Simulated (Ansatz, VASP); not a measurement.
# Ru in VASP and in Ansatz

```xyz
4
Lattice="1.3554 -4.5900 0.0000 1.3554 4.5900 0.0000 0.0000 0.0000 4.5897" Properties=species:S:1:pos:R:3 pbc="T T T"
Ru    1.3554    3.4270    4.5066
Ru    1.3554   -1.1630    2.3780
Ru    1.3554   -3.4270    0.0831
Ru    1.3554    1.1630    2.2118
```

Alike in both runs: functional PBEsol; k mesh 18 × 18 × 10; occupations gaussian, width 0.1 eV; no spin polarisation.

Ansatz relaxed the structure, and its values are those at the end. VASP's run is a single point on that final structure, the one shown.

|  | VASP | Ansatz |
| --- | --- | --- |
| version | VASP 6.6.1 | Ansatz 0.2.0 |
| potentials or method | VASP PAW PBE potentials, release 64 (Ru_sv), cutoff 600 eV | scalar-relativistic, plane waves, PAW |
| valence electrons in the cell | 64 | 64 |

Ansatz gave:

- gap on the k mesh at the Fermi level (eV): none
- pressure (GPa): 0.0
- rms of the force components (eV/Å): 0.002

**Question.** Which values does VASP return?

**Answer.** gap on the k mesh at the Fermi level (eV): none; pressure (GPa): -0.3; rms of the force components (eV/Å): 0.004.

VASP's potentials were made for PBE, not for PBEsol. A gap of «none» marks a metal or a gap that the smearing closes.
